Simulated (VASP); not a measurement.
# SnPb5Se6 (P4/mmm) in VASP: single point with PBE

Aim: the single point of SnPb5Se6 with PBE.

Program: VASP 6.6.1. These are calculated values, not measurements. Logs are shortened: lines on timing, memory, paths and dates and some standing lists are left out, and cuts for length are marked.

## (1) The cell of the first run

It takes space group P4/mmm (No. 123, tetragonal). Conventional cell: a = 4.364 Å, b = 4.364 Å, c = 18.514 Å, α = 90.00°, β = 90.00°, γ = 90.00°. Within 4.1 Å of Sn (site symmetry 4/mmm) lie 6 Se at 3.09 Å. Within 4.1 Å of Pb (site symmetry 4mm) lie 6 Se at 3.09 Å. Within 4.1 Å of Pb (site symmetry 4mm) lie 6 Se at 3.09 Å. Pb (site symmetry 4/mmm) has 6 Se at 3.09 Å within 4.1 Å. Within 4.1 Å of Se (site symmetry 4mm) lie 5 Pb at 3.09 Å and 1 Sn at 3.09 Å. Se (site symmetry 4mm) has 6 Pb at 3.09 Å within 4.1 Å. Within 4.1 Å of Se (site symmetry 4/mmm) lie 6 Pb at 3.09 Å. Within 4.1 Å of Se (site symmetry 4/mmm) lie 4 Sn at 3.09 Å and 2 Pb at 3.09 Å.

## (2) Single point, PBE

File INCAR:

```
ALGO     = Normal         # electronic algorithm
EDIFF    = 1E-7           # SCF threshold, eV
ENCUT    = 520            # plane-wave cutoff, eV
GGA      = PE             # functional
ISIF     = 2              # what is computed and relaxed
ISMEAR   = 0              # smearing method
LASPH    = True           # aspherical terms in the spheres
LCHARG   = True           # write CHGCAR
LELF     = True           # ELF
LREAL    = False          # projectors in reciprocal space
LVHAR    = True         
LWAVE    = False          # write WAVECAR
NBANDS   = 72             # bands
NELM     = 100            # most SCF steps
PREC     = Accurate       # precision mode
SIGMA    = 0.1            # smearing width, eV
```

File KPOINTS:

```
k-points
0
Gamma
  4 4 1
```

File POSCAR:

```
SnPb5Se6
1.0
    4.3638300700      0.0000000000      0.0000000000
    0.0000000000      4.3638300700      0.0000000000
    0.0000000000      0.0000000000     18.5141630200
Sn Pb Se
1 5 6
Direct
    0.0000000000      0.0000000000      0.0000000000
    0.5000000000      0.5000000000      0.8333333300
    0.0000000000      0.0000000000      0.6666666700
    0.5000000000      0.5000000000      0.5000000000
    0.0000000000      0.0000000000      0.3333333300
    0.5000000000      0.5000000000      0.1666666700
    0.0000000000      0.0000000000      0.8333333300
    0.5000000000      0.5000000000      0.6666666700
    0.0000000000      0.0000000000      0.5000000000
    0.5000000000      0.5000000000      0.3333333300
    0.0000000000      0.0000000000      0.1666666700
    0.5000000000      0.5000000000      0.0000000000
```

Potentials or basis: VASP PAW PBE potentials, release 64 (Sn_d, Pb_d, Se).

Run with:

```sh
$ cat potpaw_PBE.64/Sn_d/POTCAR potpaw_PBE.64/Pb_d/POTCAR potpaw_PBE.64/Se/POTCAR > POTCAR
$ mpirun -np 1 vasp_std > vasp.out
```

OUTCAR:

```text
EDIFF = 1E-7
   ENCUT = 520
   GGA = PE
   ISIF = 2
   ISMEAR = 0
   LASPH = True
   LREAL = False
   NELM = 100
   PREC = Accurate

 ion  position               nearest neighbor table
   1  0.000  0.000  0.000-  12 3.09  12 3.09  12 3.09  12 3.09   7 3.09  11 3.09
   2  0.500  0.500  0.833-   8 3.09   7 3.09   7 3.09   7 3.09   7 3.09  12 3.09
   3  0.000  0.000  0.667-   7 3.09   8 3.09   8 3.09   8 3.09   8 3.09   9 3.09
   4  0.500  0.500  0.500-   9 3.09   9 3.09   9 3.09   9 3.09  10 3.09   8 3.09
   5  0.000  0.000  0.333-  11 3.09  10 3.09  10 3.09  10 3.09  10 3.09   9 3.09
   6  0.500  0.500  0.167-  10 3.09  11 3.09  11 3.09  11 3.09  11 3.09  12 3.09
   7  0.000  0.000  0.833-   3 3.09   2 3.09   2 3.09   2 3.09   2 3.09   1 3.09
   8  0.500  0.500  0.667-   2 3.09   3 3.09   3 3.09   3 3.09   3 3.09   4 3.09
   9  0.000  0.000  0.500-   4 3.09   4 3.09   4 3.09   4 3.09   5 3.09   3 3.09
  10  0.500  0.500  0.333-   6 3.09   5 3.09   5 3.09   5 3.09   5 3.09   4 3.09
  11  0.000  0.000  0.167-   5 3.09   6 3.09   6 3.09   6 3.09   6 3.09   1 3.09
  12  0.500  0.500  0.000-   1 3.09   1 3.09   1 3.09   1 3.09   6 3.09   2 3.09

  LATTYP: Found a simple tetragonal cell.
 ALAT       =     4.3638300700
 C/A-ratio  =     4.2426406902

  Lattice vectors:

 A1 = (   4.3638300700,   0.0000000000,   0.0000000000)
 A2 = (   0.0000000000,   4.3638300700,   0.0000000000)
 A3 = (   0.0000000000,   0.0000000000,  18.5141630200)

Analysis of symmetry for initial positions (statically):
=====================================================================
 Subroutine PRICEL returns:
 Original cell was already a primitive cell.

 Routine SETGRP: Setting up the symmetry group for a
 simple tetragonal supercell.

 Subroutine GETGRP returns: Found 16 space group operations
 (whereof 16 operations were pure point group operations)
 out of a pool of 16 trial point group operations.

The static configuration has the point symmetry D_4h.

Analysis of symmetry for dynamics (positions and initial velocities):
=====================================================================
 Subroutine PRICEL returns:
 Original cell was already a primitive cell.

 Routine SETGRP: Setting up the symmetry group for a
 simple tetragonal supercell.

 Subroutine GETGRP returns: Found 16 space group operations
 (whereof 16 operations were pure point group operations)
 out of a pool of 16 trial point group operations.

The dynamic configuration has the point symmetry D_4h.

 Subroutine INISYM returns: Found 16 space group operations
 (whereof 16 operations are pure point group operations),
 and found     1 'primitive' translations

----------------------------------------------------------------------------------------

                                     Primitive cell

  volume of cell :     352.5654

  direct lattice vectors                    reciprocal lattice vectors
     4.363830070  0.000000000  0.000000000     0.229156494  0.000000000  0.000000000
     0.000000000  4.363830070  0.000000000     0.000000000  0.229156494  0.000000000
     0.000000000  0.000000000 18.514163020     0.000000000  0.000000000  0.054012704

  length of vectors
     4.363830070  4.363830070 18.514163020     0.229156494  0.229156494  0.054012704

  position of ions in fractional coordinates (direct lattice)
     0.000000000  0.000000000  0.000000000
     0.500000000  0.500000000  0.833333330
     0.000000000  0.000000000  0.666666670
     0.500000000  0.500000000  0.500000000
     0.000000000  0.000000000  0.333333330
     0.500000000  0.500000000  0.166666670
     0.000000000  0.000000000  0.833333330
     0.500000000  0.500000000  0.666666670
     0.000000000  0.000000000  0.500000000
     0.500000000  0.500000000  0.333333330
     0.000000000  0.000000000  0.166666670
     0.500000000  0.500000000  0.000000000

  ion indices of the primitive-cell ions
   primitive index   ion index
                 1           1
                 2           2
                 3           3
                 4           4
                 5           5
                 6           6
                 7           7
                 8           8
                 9           9
                10          10
                11          11
                12          12

----------------------------------------------------------------------------------------

 KPOINTS: k-points

Automatic generation of k-mesh.
 Grid dimensions read from file:
 generate k-points for:    4    4    1

 Generating k-lattice:

  Cartesian coordinates                     Fractional coordinates (reciprocal lattice)
     0.057289124  0.000000000  0.000000000     0.250000000  0.000000000  0.000000000
     0.000000000  0.057289124  0.000000000     0.000000000  0.250000000  0.000000000
     0.000000000  0.000000000  0.054012704     0.000000000  0.000000000  1.000000000

  Length of vectors
     0.057289124  0.057289124  0.054012704

  Shift w.r.t. Gamma in fractional coordinates (k-lattice)
     0.000000000  0.000000000  0.000000000

 Subroutine IBZKPT returns following result:
 ===========================================

 Found      6 irreducible k-points:

 Following reciprocal coordinates:
            Coordinates               Weight
  0.000000  0.000000  0.000000      1.000000
  0.250000  0.000000  0.000000      4.000000
  0.500000  0.000000  0.000000      2.000000
  0.250000  0.250000  0.000000      4.000000
  0.500000  0.250000  0.000000      4.000000
  0.500000  0.500000  0.000000      1.000000
   k-points           NKPTS =      6   k-points in BZ     NKDIM =      6   number of bands    NBANDS=     72
   number of dos      NEDOS =    301   number of ions     NIONS =     12
   total plane-waves  NPLWV = 143360
   dimension x,y,z NGX =    32 NGY =   32 NGZ =  140
   dimension x,y,z NGXF=    64 NGYF=   64 NGZF=  280
   ions per type =               1   5   6
   NGX,Y,Z   is equivalent  to a cutoff of  12.19, 12.19, 12.57 a.u.
   NGXF,Y,Z  is equivalent  to a cutoff of  24.38, 24.38, 25.14 a.u.
 SYSTEM =  unknown system
   PREC   = accura    normal or accurate (medium, high low for compatibility)
   ISTART =      0    job   : 0-new  1-cont  2-samecut
   ICHARG =      2    charge: 1-file 2-atom 10-const
   ISPIN  =      1    spin polarized calculation?
   LNONCOLLINEAR =      F non collinear calculations
   LSORBIT =      F    spin-orbit coupling
   LASPH  =      T    aspherical Exc in radial PAW
   ENCUT  =  520.0 eV  38.22 Ry    6.18 a.u.   8.11  8.11 34.42*2*pi/ulx,y,z
   NELM   =    100;   NELMIN=  2; NELMDL= -5     # of ELM steps
   EDIFF  = 0.1E-06   stopping-criterion for ELM
   LREAL  =      F    real-space projection
   EDIFFG = 0.1E-05   stopping-criterion for IOM
   NSW    =      0    number of steps for IOM
   IBRION =     -1    ionic relax: 0-MD 1-quasi-New 2-CG
   NFREE  =      0    steps in history (QN), initial steepest desc. (CG)
   ISIF   =      2    stress and relaxation
   ISYM   =      2    0-nonsym 1-usesym 2-fastsym
   POTIM  = 0.5000    time-step for ionic-motion
   TEBEG  =    0.0;   TEEND  =   0.0 temperature during run
   PSTRESS=    0.0 pullay stress
   NELECT =     120.0000    total number of electrons
   NUPDOWN=      -1.0000    fix difference up-down
   EMIN   =  10.00;   EMAX   =-10.00  energy-range for DOS
   EFERMI =   0.00;   METHOD = LEGACY
   ISMEAR =     0;   SIGMA  =   0.10  broadening in eV -4-tet -1-fermi 0-gaus
   EFERMI_NEDOS =   21; number of points for ismear=-14 and -15
   IALGO  =     38    algorithm
   IMIX   =      4    mixing-type and parameters
     AMIX     =   0.40;   BMIX     =  1.00
     AMIX_MAG =   1.60;   BMIX_MAG =  1.00
  volume/ion in A,a.u.               =      29.38       198.27
  Fermi-wavevector in a.u.,A,eV,Ry     =   1.143024  2.160002 17.776063  1.306504
  Thomas-Fermi vector in A             =   2.279720
   LORBIT       =      0    0 simple, 1 ext, 2 COOP (PROOUT), +10 PAW based schemes
   GGA     = PE    functional components
   LHFCALC =     F    Hartree Fock is set to
   AEXX    =    0.0000 exact exchange contribution
   IVDW    =     0    specifies the selected vdW correction
   LEPSILON=     F    determine dielectric tensor
   LRPA    =     F    only Hartree local field effects (RPA)
 non-spin polarized calculation
 Gauss-broadening in eV      SIGMA  =   0.10
  energy-cutoff  :      520.00
  volume of cell :      352.57
 maximum number of plane-waves:      9524
   NGX = 17   NGY = 17   NGZ = 69

 number of electron     119.9999985 magnetization

 Free energy of the ion-electron system (eV)
  ---------------------------------------------------
  ext. energy  EPLUGINS =         0.00000000
  ---------------------------------------------------
  free energy    TOTEN  =       -49.30167955 eV

  energy without entropy =      -49.30167929  energy(sigma->0) =      -49.30167942

 E-fermi :   5.0470     XC(G=0):  -9.3929

 val. band max:        4.7166760531   @ k =   0.5000   0.0000   0.0000
 cond. band min:       5.3773446148   @ k =   0.5000   0.0000   0.0000
 fundamental gap:      0.6606685617
 Fermi energy:         5.0469972913

 k-point     1 :       0.0000    0.0000    0.0000
  band No.  band energies     occupation
      1     -16.7039      2.00000
      2     -16.6942      2.00000
      3     -16.6941      2.00000
      4     -16.6878      2.00000
      5     -16.6878      2.00000
      6     -12.1451      2.00000
[... 64 lines left out ...]
     71       9.2964      0.00000
     72       9.3508      0.00000

 k-point     2 :       0.2500    0.0000    0.0000
  band No.  band energies     occupation
      1     -16.7008      2.00000
      2     -16.6967      2.00000
      3     -16.6910      2.00000
      4     -16.6892      2.00000
      5     -16.6877      2.00000
      6     -12.1184      2.00000
[... 64 lines left out ...]
     71       8.1000      0.00000
     72       8.1274      0.00000

 k-point     3 :       0.5000    0.0000    0.0000
  band No.  band energies     occupation
      1     -16.6994      2.00000
      2     -16.6989      2.00000
      3     -16.6905      2.00000
      4     -16.6876      2.00000
      5     -16.6867      2.00000
      6     -12.0823      2.00000
[... 64 lines left out ...]
     71       6.8855      0.00000
     72       6.9443      0.00000

 k-point     4 :       0.2500    0.2500    0.0000
  band No.  band energies     occupation
      1     -16.7006      2.00000
      2     -16.6965      2.00000
      3     -16.6894      2.00000
      4     -16.6891      2.00000
      5     -16.6890      2.00000
      6     -12.1187      2.00000
[... 64 lines left out ...]
     71       8.9325      0.00000
     72       8.9918      0.00000

 k-point     5 :       0.5000    0.2500    0.0000
  band No.  band energies     occupation
      1     -16.7044      2.00000
      2     -16.6936      2.00000
      3     -16.6903      2.00000
      4     -16.6889      2.00000
      5     -16.6863      2.00000
      6     -12.1224      2.00000
[... 64 lines left out ...]
     71       8.9204      0.00000
     72       8.9632      0.00000

 k-point     6 :       0.5000    0.5000    0.0000
  band No.  band energies     occupation
      1     -16.7093      2.00000
      2     -16.6901      2.00000
      3     -16.6901      2.00000
      4     -16.6889      2.00000
      5     -16.6854      2.00000
      6     -12.1583      2.00000
[... 64 lines left out ...]
     71      10.0618      0.00000
     72      10.0695      0.00000

------------------------ aborting loop because EDIFF is reached ----------------------------------------

  FORCE on cell =-STRESS in cart. coord.  units (eV):
  Direction    XX          YY          ZZ          XY          YZ          ZX
  --------------------------------------------------------------------------------------
  -------------------------------------------------------------------------------------
  Total        2.3984830      2.3984830     -2.1784391      0.0000000      0.0000000     -0.0000000
  in kB       10.8995228     10.8995228     -9.8995682      0.0000000      0.0000000     -0.0000000
  external PRESSURE =       3.9664925 kB  Pullay stress =       0.0000000 kB

 VOLUME and BASIS-vectors are now :
 -----------------------------------------------------------------------------
  energy-cutoff  :      520.00
  volume of cell :      352.57
      direct lattice vectors                 reciprocal lattice vectors
     4.363830070  0.000000000  0.000000000     0.229156494  0.000000000  0.000000000
     0.000000000  4.363830070  0.000000000     0.000000000  0.229156494  0.000000000
     0.000000000  0.000000000 18.514163020     0.000000000  0.000000000  0.054012704

 POSITION                                       TOTAL-FORCE (eV/Angst)
 -----------------------------------------------------------------------------------
      0.00000      0.00000      0.00000         0.000000      0.000000      0.000000
      2.18192      2.18192     15.42847        -0.000000      0.000000      0.021212
      0.00000      0.00000     12.34278         0.000000     -0.000000     -0.004078
      2.18192      2.18192      9.25708         0.000000      0.000000      0.000000
      0.00000      0.00000      6.17139        -0.000000     -0.000000      0.004078
      2.18192      2.18192      3.08569         0.000000      0.000000     -0.021212
      0.00000      0.00000     15.42847         0.000000     -0.000000      0.179873
      2.18192      2.18192     12.34278        -0.000000      0.000000      0.002777
      0.00000      0.00000      9.25708         0.000000      0.000000      0.000000
      2.18192      2.18192      6.17139         0.000000     -0.000000     -0.002777
      0.00000      0.00000      3.08569         0.000000      0.000000     -0.179873
      2.18192      2.18192      0.00000         0.000000      0.000000      0.000000
 -----------------------------------------------------------------------------------
    total drift:                                0.000000     -0.000000      0.000000

  FREE ENERGIE OF THE ION-ELECTRON SYSTEM (eV)
  ---------------------------------------------------
  free  energy   TOTEN  =       -49.3016795450 eV

  energy  without entropy=      -49.3016792875  energy(sigma->0) =      -49.30167942
```

Run time: 4 min. Hardware: 1 thread of Oxide Virtual Turin-like, shared host; peak memory 0.41 GiB.

What came out:

| Quantity | Value |
| --- | --- |
| Free energy | -49.3017 eV |
| Pressure | 0.4 GPa |
| Largest force | 0.180 eV/Å |
| Band gap on the k mesh | 0.66 eV, direct |

Forces in eV/Å, atoms in the order of the input:
```
Sn   0.000  0.000  0.000
Pb   0.000  0.000  0.021
Pb   0.000  0.000 -0.004
Pb   0.000  0.000  0.000
Pb   0.000  0.000  0.004
Pb   0.000  0.000 -0.021
Se   0.000  0.000  0.180
Se   0.000  0.000  0.003
Se   0.000  0.000  0.000
Se   0.000  0.000 -0.003
Se   0.000  0.000 -0.180
Se   0.000  0.000  0.000
```

Caveat: spin-orbit coupling is left out, which moves the levels of the heavy elements. A k mesh can miss the band edges.
